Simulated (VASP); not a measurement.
# KMgF3 (Pm-3m) in VASP: a series of runs

Runs on KMgF3. Level: PBE. Tasks: single point.

All numbers are computed with VASP 6.6.1; they aren't measurements. Logs are shortened: lines on timing, memory, paths and dates and some standing lists are left out, and cuts for length are marked.

### 1 The cell of the first run

Symmetry: Pm-3m, No. 221, cubic system. Conventional cell: a = 3.986 Å, b = 3.986 Å, c = 3.986 Å, α = 90.00°, β = 90.00°, γ = 90.00°. Within 3.7 Å of K (site symmetry m-3m) lie 12 F at 2.82 Å and 8 Mg at 3.45 Å. Within 2.6 Å of Mg (site symmetry m-3m) lie 6 F at 1.99 Å. Within 2.6 Å of F (site symmetry 4/mmm) lie 2 Mg at 1.99 Å.

### 2 Single point, PBE

The input, INCAR:

```
PREC     = Accurate       # precision mode
ENCUT    = 520            # plane-wave cutoff, eV
EDIFF    = 1E-6           # SCF threshold, eV
ISMEAR   = 0              # smearing method
SIGMA    = 0.01           # smearing width, eV
LREAL    = False          # projectors in reciprocal space
LASPH    = True           # aspherical terms in the spheres
NELM     = 80             # most SCF steps
ALGO     = Normal         # electronic algorithm
ISIF     = 2              # what is computed and relaxed
LWAVE    = False          # write WAVECAR
LCHARG   = False          # write CHGCAR
GGA      = PE             # functional
NBANDS   = 24             # bands
```

The input, KPOINTS:

```
Automatic mesh
0
Gamma
  5 5 5
```

The input, POSCAR:

```
KMgF3
1.0
    3.9859000000      0.0000000000      0.0000000000
    0.0000000000      3.9859000000      0.0000000000
    0.0000000000      0.0000000000      3.9859000000
K Mg F
1 1 3
Direct
    0.5000000000      0.5000000000      0.5000000000
    0.0000000000      0.0000000000      0.0000000000
    0.5000000000      0.0000000000      0.0000000000
    0.0000000000      0.5000000000      0.0000000000
    0.0000000000      0.0000000000      0.5000000000
```

Potentials or basis: VASP PAW PBE potentials, release 64 (K_sv, Mg, F).

Started as:

```
> cat potpaw_PBE.64/K_sv/POTCAR potpaw_PBE.64/Mg/POTCAR potpaw_PBE.64/F/POTCAR > POTCAR
> mpirun -np 1 vasp_std > vasp.out
```

OUTCAR:

```text
PREC = Accurate
   ENCUT = 520
   EDIFF = 1E-6
   ISMEAR = 0
   LREAL = False
   LASPH = True
   NELM = 80
   ISIF = 2
   GGA = PE

 ion  position               nearest neighbor table
   1  0.500  0.500  0.500-   3 2.82   4 2.82   5 2.82   3 2.82   4 2.82   3 2.82   5 2.82   3 2.82
                             4 2.82   5 2.82   4 2.82   5 2.82   2 3.45   2 3.45   2 3.45   2 3.45
   2  0.000  0.000  0.000-   3 1.99   4 1.99   5 1.99   5 1.99   4 1.99   3 1.99   1 3.45   1 3.45
                             1 3.45   1 3.45   1 3.45   1 3.45   1 3.45   1 3.45
   3  0.500  0.000  0.000-   2 1.99   2 1.99   1 2.82   1 2.82   1 2.82   1 2.82
   4  0.000  0.500  0.000-   2 1.99   2 1.99   1 2.82   1 2.82   1 2.82   1 2.82
   5  0.000  0.000  0.500-   2 1.99   2 1.99   1 2.82   1 2.82   1 2.82   1 2.82

  LATTYP: Found a simple cubic cell.
 ALAT       =     3.9859000000

  Lattice vectors:

 A1 = (   3.9859000000,   0.0000000000,   0.0000000000)
 A2 = (   0.0000000000,   3.9859000000,   0.0000000000)
 A3 = (   0.0000000000,   0.0000000000,   3.9859000000)

Analysis of symmetry for initial positions (statically):
=====================================================================
 Subroutine PRICEL returns:
 Original cell was already a primitive cell.

 Routine SETGRP: Setting up the symmetry group for a
 simple cubic supercell.

 Subroutine GETGRP returns: Found 48 space group operations
 (whereof 48 operations were pure point group operations)
 out of a pool of 48 trial point group operations.

The static configuration has the point symmetry O_h .

Analysis of symmetry for dynamics (positions and initial velocities):
=====================================================================
 Subroutine PRICEL returns:
 Original cell was already a primitive cell.

 Routine SETGRP: Setting up the symmetry group for a
 simple cubic supercell.

 Subroutine GETGRP returns: Found 48 space group operations
 (whereof 48 operations were pure point group operations)
 out of a pool of 48 trial point group operations.

The dynamic configuration has the point symmetry O_h .

 Subroutine INISYM returns: Found 48 space group operations
 (whereof 48 operations are pure point group operations),
 and found     1 'primitive' translations

----------------------------------------------------------------------------------------

                                     Primitive cell

  volume of cell :      63.3256

  direct lattice vectors                    reciprocal lattice vectors
     3.985900000  0.000000000  0.000000000     0.250884367  0.000000000  0.000000000
     0.000000000  3.985900000  0.000000000     0.000000000  0.250884367  0.000000000
     0.000000000  0.000000000  3.985900000     0.000000000  0.000000000  0.250884367

  length of vectors
     3.985900000  3.985900000  3.985900000     0.250884367  0.250884367  0.250884367

  position of ions in fractional coordinates (direct lattice)
     0.500000000  0.500000000  0.500000000
     0.000000000  0.000000000  0.000000000
     0.500000000  0.000000000  0.000000000
     0.000000000  0.500000000  0.000000000
     0.000000000  0.000000000  0.500000000

  ion indices of the primitive-cell ions
   primitive index   ion index
                 1           1
                 2           2
                 3           3
                 4           4
                 5           5

----------------------------------------------------------------------------------------

 KPOINTS: Automatic mesh

Automatic generation of k-mesh.
 Grid dimensions read from file:
 generate k-points for:    5    5    5

 Generating k-lattice:

  Cartesian coordinates                     Fractional coordinates (reciprocal lattice)
     0.050176873  0.000000000  0.000000000     0.200000000  0.000000000  0.000000000
     0.000000000  0.050176873  0.000000000     0.000000000  0.200000000  0.000000000
     0.000000000  0.000000000  0.050176873     0.000000000  0.000000000  0.200000000

  Length of vectors
     0.050176873  0.050176873  0.050176873

  Shift w.r.t. Gamma in fractional coordinates (k-lattice)
     0.000000000  0.000000000  0.000000000

 Subroutine IBZKPT returns following result:
 ===========================================

 Found     10 irreducible k-points:

 Following reciprocal coordinates:
            Coordinates               Weight
  0.000000  0.000000  0.000000      1.000000
  0.200000  0.000000  0.000000      6.000000
  0.400000  0.000000  0.000000      6.000000
  0.200000  0.200000  0.000000     12.000000
  0.400000  0.200000  0.000000     24.000000
  0.400000  0.400000  0.000000     12.000000
  0.200000  0.200000  0.200000      8.000000
  0.400000  0.200000  0.200000     24.000000
  0.400000  0.400000  0.200000     24.000000
  0.400000  0.400000  0.400000      8.000000
   k-points           NKPTS =     10   k-points in BZ     NKDIM =     10   number of bands    NBANDS=     24
   number of dos      NEDOS =    301   number of ions     NIONS =      5
   total plane-waves  NPLWV =  27000
   dimension x,y,z NGX =    30 NGY =   30 NGZ =   30
   dimension x,y,z NGXF=    60 NGYF=   60 NGZF=   60
   ions per type =               1   1   3
   NGX,Y,Z   is equivalent  to a cutoff of  12.51, 12.51, 12.51 a.u.
   NGXF,Y,Z  is equivalent  to a cutoff of  25.03, 25.03, 25.03 a.u.
 SYSTEM =  unknown system
   PREC   = accura    normal or accurate (medium, high low for compatibility)
   ISTART =      0    job   : 0-new  1-cont  2-samecut
   ICHARG =      2    charge: 1-file 2-atom 10-const
   ISPIN  =      1    spin polarized calculation?
   LNONCOLLINEAR =      F non collinear calculations
   LSORBIT =      F    spin-orbit coupling
   LASPH  =      T    aspherical Exc in radial PAW
   ENCUT  =  520.0 eV  38.22 Ry    6.18 a.u.   7.41  7.41  7.41*2*pi/ulx,y,z
   NELM   =     80;   NELMIN=  2; NELMDL= -5     # of ELM steps
   EDIFF  = 0.1E-05   stopping-criterion for ELM
   LREAL  =      F    real-space projection
   EDIFFG = 0.1E-04   stopping-criterion for IOM
   NSW    =      0    number of steps for IOM
   IBRION =     -1    ionic relax: 0-MD 1-quasi-New 2-CG
   NFREE  =      0    steps in history (QN), initial steepest desc. (CG)
   ISIF   =      2    stress and relaxation
   ISYM   =      2    0-nonsym 1-usesym 2-fastsym
   POTIM  = 0.5000    time-step for ionic-motion
   TEBEG  =    0.0;   TEEND  =   0.0 temperature during run
   PSTRESS=    0.0 pullay stress
   NELECT =      32.0000    total number of electrons
   NUPDOWN=      -1.0000    fix difference up-down
   EMIN   =  10.00;   EMAX   =-10.00  energy-range for DOS
   EFERMI =   0.00;   METHOD = LEGACY
   ISMEAR =     0;   SIGMA  =   0.01  broadening in eV -4-tet -1-fermi 0-gaus
   EFERMI_NEDOS =   21; number of points for ismear=-14 and -15
   IALGO  =     38    algorithm
   IMIX   =      4    mixing-type and parameters
     AMIX     =   0.40;   BMIX     =  1.00
     AMIX_MAG =   1.60;   BMIX_MAG =  1.00
  volume/ion in A,a.u.               =      12.67        85.47
  Fermi-wavevector in a.u.,A,eV,Ry     =   1.303962  2.464132 23.134232  1.700318
  Thomas-Fermi vector in A             =   2.434930
   LORBIT       =      0    0 simple, 1 ext, 2 COOP (PROOUT), +10 PAW based schemes
   GGA     = PE    functional components
   LHFCALC =     F    Hartree Fock is set to
   AEXX    =    0.0000 exact exchange contribution
   IVDW    =     0    specifies the selected vdW correction
   LEPSILON=     F    determine dielectric tensor
   LRPA    =     F    only Hartree local field effects (RPA)
 non-spin polarized calculation
 Gauss-broadening in eV      SIGMA  =   0.01
  energy-cutoff  :      520.00
  volume of cell :       63.33
 maximum number of plane-waves:      1743
 NGX is ok and might be reduce to    30
   NGX = 15   NGY = 15   NGZ = 15

 number of electron      31.9999958 magnetization

 Free energy of the ion-electron system (eV)
  ---------------------------------------------------
  ext. energy  EPLUGINS =         0.00000000
  ---------------------------------------------------
  free energy    TOTEN  =       -24.41454597 eV

  energy without entropy =      -24.41454597  energy(sigma->0) =      -24.41454597

 E-fermi :  -1.5569     XC(G=0):  -9.6840

 val. band max:       -1.6634076705   @ k =   0.4000   0.4000   0.4000
 cond. band min:       5.7037477995   @ k =   0.0000   0.0000   0.0000
 fundamental gap:      7.3671554700
 Fermi energy:        -1.5568932157

 k-point     1 :       0.0000    0.0000    0.0000
  band No.  band energies     occupation
      1     -27.2550      2.00000
      2     -21.7198      2.00000
      3     -21.0663      2.00000
      4     -21.0663      2.00000
      5     -10.7472      2.00000
      6     -10.7472      2.00000
[... 16 lines left out ...]
     23      12.4127      0.00000
     24      15.3209      0.00000

 k-point     2 :       0.2000    0.0000    0.0000
  band No.  band energies     occupation
      1     -27.2452      2.00000
      2     -21.6774      2.00000
      3     -21.1182      2.00000
      4     -21.0627      2.00000
      5     -10.7421      2.00000
      6     -10.7282      2.00000
[... 16 lines left out ...]
     23      12.3928      0.00000
     24      15.1341      0.00000

 k-point     3 :       0.4000    0.0000    0.0000
  band No.  band energies     occupation
      1     -27.2294      2.00000
      2     -21.5863      2.00000
      3     -21.2244      2.00000
      4     -21.0578      2.00000
      5     -10.7340      2.00000
      6     -10.6970      2.00000
[... 16 lines left out ...]
     23      12.5135      0.00000
     24      14.3922      0.00000
[... 136 lines left out ...]
 k-point     9 :       0.4000    0.4000    0.2000
  band No.  band energies     occupation
      1     -27.2052      2.00000
      2     -21.3755      2.00000
      3     -21.2431      2.00000
      4     -21.1966      2.00000
      5     -10.8471      2.00000
      6     -10.8334      2.00000
[... 16 lines left out ...]
     23      13.1297      0.00000
     24      13.2695      0.00000

 k-point    10 :       0.4000    0.4000    0.4000
  band No.  band energies     occupation
      1     -27.1969      2.00000
      2     -21.3050      2.00000
      3     -21.2321      2.00000
      4     -21.2321      2.00000
      5     -10.9006      2.00000
      6     -10.9006      2.00000
[... 16 lines left out ...]
     23      13.5564      0.00000
     24      13.8904      0.00000

------------------------ aborting loop because EDIFF is reached ----------------------------------------

  FORCE on cell =-STRESS in cart. coord.  units (eV):
  Direction    XX          YY          ZZ          XY          YZ          ZX
  --------------------------------------------------------------------------------------
  -------------------------------------------------------------------------------------
  Total        1.3226190      1.3226190      1.3226190      0.0000000      0.0000000      0.0000000
  in kB       33.4630974     33.4630974     33.4630974      0.0000000      0.0000000      0.0000000
  external PRESSURE =      33.4630974 kB  Pullay stress =       0.0000000 kB

 VOLUME and BASIS-vectors are now :
 -----------------------------------------------------------------------------
  energy-cutoff  :      520.00
  volume of cell :       63.33
      direct lattice vectors                 reciprocal lattice vectors
     3.985900000  0.000000000  0.000000000     0.250884367  0.000000000  0.000000000
     0.000000000  3.985900000  0.000000000     0.000000000  0.250884367  0.000000000
     0.000000000  0.000000000  3.985900000     0.000000000  0.000000000  0.250884367

 POSITION                                       TOTAL-FORCE (eV/Angst)
 -----------------------------------------------------------------------------------
      1.99295      1.99295      1.99295         0.000000      0.000000      0.000000
      0.00000      0.00000      0.00000         0.000000      0.000000      0.000000
      1.99295      0.00000      0.00000         0.000000      0.000000      0.000000
      0.00000      1.99295      0.00000         0.000000      0.000000      0.000000
      0.00000      0.00000      1.99295         0.000000      0.000000      0.000000
 -----------------------------------------------------------------------------------
    total drift:                                0.000000     -0.000000      0.000000

  FREE ENERGIE OF THE ION-ELECTRON SYSTEM (eV)
  ---------------------------------------------------
  free  energy   TOTEN  =       -24.4145459660 eV

  energy  without entropy=      -24.4145459660  energy(sigma->0) =      -24.41454597
```

Run time: 24 s. Hardware: 1 thread of Intel Xeon 8259CL, shared host; peak memory 0.17 GiB.

What came out:

* Free energy: -24.4145 eV
* Pressure: 3.3 GPa
* Band gap on the k mesh: 7.37 eV (least direct gap 7.63 eV)

Caveat: the cell stands under pressure; an odd mesh through Γ misses points on the zone boundary, where band edges can lie.

(Continued in part 2 of 2.)
